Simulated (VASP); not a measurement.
# CdSe (F-43m) in VASP: a series of runs, part 2 of 2

VASP 6.6.1.

## (3) Electric field gradients, PBE (volume scaled by 1.06)

Input file INCAR:

```
SYSTEM = CdSe
ALGO = Normal ; EDIFF = 1E-8
ENCUT = 520 ; GGA = PE
ISIF = 2 ; ISMEAR = -1
LASPH = .TRUE. ; LCHARG = .FALSE.
LEFG = .TRUE. ; LREAL = .FALSE.
LWAVE = .FALSE. ; NBANDS = 16
NELM = 80 ; PREC = Accurate
SIGMA = 0.03
```

Input file KPOINTS:

```
k-points
0
G
  8 8 8
  0 0 0
```

Input file POSCAR:

```
CdSe
1.0
    0.0000000000      3.1304878824      3.1304878824
    3.1304878824      0.0000000000      3.1304878824
    3.1304878824      3.1304878824      0.0000000000
Cd Se
1 1
Direct
    0.0000000000      0.0000000000      0.0000000000
    0.2500000000      0.2500000000      0.2500000000
```

Potentials or basis: VASP PAW PBE potentials, release 64 (Cd, Se).

The run is started by

```bash
$ cat potpaw_PBE.64/Cd/POTCAR potpaw_PBE.64/Se/POTCAR > POTCAR
$ mpirun -np 1 vasp_std > vasp.out
```

OUTCAR:

```text
SYSTEM = CdSe
   EDIFF = 1E-8
   ENCUT = 520
   GGA = PE
   ISIF = 2
   ISMEAR = -1
   LASPH = .TRUE.
   LREAL = .FALSE.
   NELM = 80
   PREC = Accurate

 ion  position               nearest neighbor table
   1  0.000  0.000  0.000-   2 2.71   2 2.71   2 2.71   2 2.71
   2  0.250  0.250  0.250-   1 2.71   1 2.71   1 2.71   1 2.71

  LATTYP: Found a face centered cubic cell.
 ALAT       =     6.2609757648

  Lattice vectors:

 A1 = (   0.0000000000,   3.1304878824,   3.1304878824)
 A2 = (   3.1304878824,   0.0000000000,   3.1304878824)
 A3 = (   3.1304878824,   3.1304878824,   0.0000000000)

Analysis of symmetry for initial positions (statically):
=====================================================================
 Subroutine PRICEL returns:
 Original cell was already a primitive cell.

 Routine SETGRP: Setting up the symmetry group for a
 face centered cubic supercell.

 Subroutine GETGRP returns: Found 24 space group operations
 (whereof 24 operations were pure point group operations)
 out of a pool of 48 trial point group operations.

The static configuration has the point symmetry T_d .

Analysis of symmetry for dynamics (positions and initial velocities):
=====================================================================
 Subroutine PRICEL returns:
 Original cell was already a primitive cell.

 Routine SETGRP: Setting up the symmetry group for a
 face centered cubic supercell.

 Subroutine GETGRP returns: Found 24 space group operations
 (whereof 24 operations were pure point group operations)
 out of a pool of 48 trial point group operations.

The dynamic configuration has the point symmetry T_d .

 Subroutine INISYM returns: Found 24 space group operations
 (whereof 24 operations are pure point group operations),
[... 149 lines left out ...]
 Fermi energy:         0.5240331424

 k-point     1 :       0.0000    0.0000    0.0000
  band No.  band energies     occupation
      1     -11.8538      2.00000
      2      -7.3912      2.00000
      3      -7.3912      2.00000
      4      -7.3912      2.00000
      5      -7.1026      2.00000
      6      -7.1026      2.00000
[... 433 lines left out ...]
      3      -7.2706      2.00000
      4      -7.1158      2.00000
      5      -7.0893      2.00000
      6      -6.8005      2.00000
[... 8 lines left out ...]
     15      11.7090      0.00000
     16      12.6107      0.00000

 [... further k-points ...]
[... 5 lines left out ...]
  --------------------------------------------------------------------------------------
  -------------------------------------------------------------------------------------
  Total       -0.4153297     -0.4153297     -0.4153297     -0.0000000      0.0000000     -0.0000000
  in kB      -10.8451987    -10.8451987    -10.8451987     -0.0000000      0.0000000     -0.0000000
  external PRESSURE =     -10.8451987 kB  Pullay stress =       0.0000000 kB

 VOLUME and BASIS-vectors are now :
 -----------------------------------------------------------------------------
  energy-cutoff  :      520.00
  volume of cell :       61.36
      direct lattice vectors                 reciprocal lattice vectors
     0.000000000  3.130487882  3.130487882    -0.159719513  0.159719513  0.159719513
     3.130487882  0.000000000  3.130487882     0.159719513 -0.159719513  0.159719513
     3.130487882  3.130487882  0.000000000     0.159719513  0.159719513 -0.159719513

 POSITION                                       TOTAL-FORCE (eV/Angst)
 -----------------------------------------------------------------------------------
      0.00000      0.00000      0.00000         0.000000     -0.000000     -0.000000
      1.56524      1.56524      1.56524        -0.000000      0.000000      0.000000
 -----------------------------------------------------------------------------------
    total drift:                               -0.000000     -0.000000     -0.000000

  FREE ENERGIE OF THE ION-ELECTRON SYSTEM (eV)
  ---------------------------------------------------
  free  energy   TOTEN  =        -5.4941224176 eV

  energy  without entropy=       -5.4941194559  energy(sigma->0) =       -5.49412094

 Electric field gradients (V/A^2)
---------------------------------------------------------------------
 ion       V_xx      V_yy      V_zz      V_xy      V_xz      V_yz
---------------------------------------------------------------------
   1       0.000    -0.000     0.000    -0.001    -0.001    -0.001
   2      -0.000    -0.000    -0.000     0.000     0.000     0.000
---------------------------------------------------------------------

 Electric field gradients after diagonalization (V/A^2)
 (convention: |V_zz| > |V_xx| > |V_yy|)
----------------------------------------------------------------------
 ion       V_xx      V_yy      V_zz     asymmetry (V_yy - V_xx)/ V_zz
----------------------------------------------------------------------
   1       0.001     0.001    -0.003       0.000
   2      -0.000    -0.000     0.001       0.000
----------------------------------------------------------------------

           NMR quadrupolar parameters

 Cq : quadrupolar parameter    Cq=e*Q*V_zz/h
 eta: asymmetry parameters     (V_yy - V_xx)/ V_zz
 Q  : nuclear electric quadrupole moment in mb (millibarn)
----------------------------------------------------------------------
 ion       Cq(MHz)       eta       Q (mb)
----------------------------------------------------------------------
   1      -0.000       0.000       1.000
   2       0.000       0.000       1.000
----------------------------------------------------------------------
```

Wall time 16 s (1 thread of Intel Xeon 6975P-C (Granite Rapids), shared host); peak memory 0.21 GiB.

Results:

```
Free energy            : -5.4941 eV
Pressure               : -1.1 GPa
Band gap on the k mesh : 0.43 eV, direct
```

Caveat: without QUAD_EFG the Cq values of the log hold for a quadrupole moment of 1 mb, not for the nuclei.

## (4) Electric field gradients, PBE (volume scaled by 0.94)

Input file INCAR:

```
PREC = Accurate
ENCUT = 520
EDIFF = 1E-8
ISMEAR = -1
SIGMA = 0.03
LREAL = F
LASPH = T
NELM = 80
ALGO = Normal
ISIF = 2
LWAVE = F
LCHARG = F
GGA = PE
LEFG = T
NBANDS = 16
```

Input file KPOINTS:

```
Automatic mesh
0
Gamma
  8 8 8
```

Input file POSCAR:

```
CdSe
1.0
    0.0000000000      3.0075950161      3.0075950161
    3.0075950161      0.0000000000      3.0075950161
    3.0075950161      3.0075950161      0.0000000000
Cd Se
1 1
Direct
    0.0000000000      0.0000000000      0.0000000000
    0.2500000000      0.2500000000      0.2500000000
```

Potentials or basis: VASP PAW PBE potentials, release 64 (Cd, Se).

The run is started by

```bash
$ cat potpaw_PBE.64/Cd/POTCAR potpaw_PBE.64/Se/POTCAR > POTCAR
$ mpirun -np 1 vasp_std > vasp.out
```

OUTCAR:

```text
PREC = Accurate
   ENCUT = 520
   EDIFF = 1E-8
   ISMEAR = -1
   LREAL = F
   LASPH = T
   NELM = 80
   ISIF = 2
   GGA = PE

 ion  position               nearest neighbor table
   1  0.000  0.000  0.000-   2 2.60   2 2.60   2 2.60   2 2.60
   2  0.250  0.250  0.250-   1 2.60   1 2.60   1 2.60   1 2.60

  LATTYP: Found a face centered cubic cell.
 ALAT       =     6.0151900322

  Lattice vectors:

 A1 = (   0.0000000000,   3.0075950161,   3.0075950161)
 A2 = (   3.0075950161,   0.0000000000,   3.0075950161)
 A3 = (   3.0075950161,   3.0075950161,   0.0000000000)

[... 666 lines left out ...]
  free  energy   TOTEN  =        -5.4185149138 eV

  energy  without entropy=       -5.4185148497  energy(sigma->0) =       -5.41851488

 Electric field gradients (V/A^2)
---------------------------------------------------------------------
 ion       V_xx      V_yy      V_zz      V_xy      V_xz      V_yz
---------------------------------------------------------------------
   1       0.000    -0.000     0.000    -0.000    -0.000    -0.000
   2      -0.000     0.000    -0.000    -0.000    -0.000    -0.000
---------------------------------------------------------------------

 Electric field gradients after diagonalization (V/A^2)
 (convention: |V_zz| > |V_xx| > |V_yy|)
----------------------------------------------------------------------
 ion       V_xx      V_yy      V_zz     asymmetry (V_yy - V_xx)/ V_zz
----------------------------------------------------------------------
   1       0.000     0.000    -0.001       0.000
   2       0.000     0.000    -0.000       0.000
----------------------------------------------------------------------

           NMR quadrupolar parameters

 Cq : quadrupolar parameter    Cq=e*Q*V_zz/h
 eta: asymmetry parameters     (V_yy - V_xx)/ V_zz
 Q  : nuclear electric quadrupole moment in mb (millibarn)
----------------------------------------------------------------------
 ion       Cq(MHz)       eta       Q (mb)
----------------------------------------------------------------------
   1      -0.000       0.000       1.000
   2      -0.000       0.000       1.000
----------------------------------------------------------------------
```

OSZICAR:

```text
N       E                     dE             d eps       ncg     rms          rms(c)
DAV:   1     0.103282271713E+03    0.10328E+03   -0.89234E+03   952   0.101E+03
DAV:   2    -0.199071778816E+01   -0.10527E+03   -0.99787E+02  1080   0.244E+02
DAV:   3    -0.577347617925E+01   -0.37828E+01   -0.37764E+01  1152   0.481E+01
DAV:   4    -0.578958969803E+01   -0.16114E-01   -0.16113E-01  1112   0.307E+00
DAV:   5    -0.578969372148E+01   -0.10402E-03   -0.10402E-03  1208   0.215E-01    0.671E+00
DAV:   6    -0.544032135518E+01    0.34937E+00   -0.52609E-01  1360   0.904E+00    0.523E+00
DAV:   7    -0.541737432900E+01    0.22947E-01   -0.15366E-01  1104   0.262E+00    0.218E+00
DAV:   8    -0.541826681146E+01   -0.89248E-03   -0.15037E-02  1096   0.152E+00    0.259E-01
DAV:   9    -0.541840263430E+01   -0.13582E-03   -0.15108E-03  1136   0.524E-01    0.479E-02
DAV:  10    -0.541846933492E+01   -0.66701E-04   -0.16504E-04  1184   0.163E-01    0.414E-02
DAV:  11    -0.541851443296E+01   -0.45098E-04   -0.73645E-05  1136   0.547E-02    0.140E-02
DAV:  12    -0.541851440032E+01    0.32640E-07   -0.24121E-06  1128   0.209E-02    0.481E-03
DAV:  13    -0.541851479868E+01   -0.39836E-06   -0.13810E-06  1192   0.833E-03    0.209E-03
DAV:  14    -0.541851481548E+01   -0.16800E-07   -0.29530E-08  1096   0.119E-03    0.161E-03
DAV:  15    -0.541851494646E+01   -0.13098E-06   -0.98178E-09  1080   0.951E-04    0.721E-04
DAV:  16    -0.541851492258E+01    0.23872E-07   -0.69067E-10   664   0.234E-04    0.303E-04
DAV:  17    -0.541851491376E+01    0.88282E-08   -0.70762E-11   616   0.689E-05
   1 F= -.54185149E+01 E0= -.54185149E+01  d E =-.640310E-07
```

stdout:

```text
POSCAR found type information on POSCAR CdSe
 POSCAR found :  2 types and       2 ions
 scaLAPACK will be used
 LDA part: xc-table for (Slater+PW92), standard interpolation
 POSCAR, INCAR and KPOINTS ok, starting setup
 FFT: planning ... GRIDC
 FFT: planning ... GRID_SOFT
 FFT: planning ... GRID
 WAVECAR not read
 entering main loop
ion   1

ion   2
```

Wall time 18 s (1 thread of AMD EPYC 9R45 (Zen 5), shared host); peak memory 0.16 GiB.

What came out:

```
Free energy            : -5.4185 eV
Pressure               : 5.3 GPa
Band gap on the k mesh : 0.68 eV, direct
```

Caveat: without QUAD_EFG the Cq values of the log hold for a quadrupole moment of 1 mb, not for the nuclei.

## (5) Overview

```tsv
cell	gap on the mesh (eV)	pressure (GPa)
a = 4.371 Å, angles 60.0°, 2 atoms	0.51	0.6
a = 4.427 Å, angles 60.0°, 2 atoms	0.43	-1.1
a = 4.253 Å, angles 60.0°, 2 atoms	0.68	5.3
```

Alike in all rows: task electric field gradients; level PBE; potentials or basis VASP PAW PBE potentials, release 64 (Cd, Se); no spin polarisation; k mesh 8 × 8 × 8; cutoff (eV) 520; smearing fermi-dirac 0.03 eV.

Absolute energies hang on the potentials; compare differences alone.
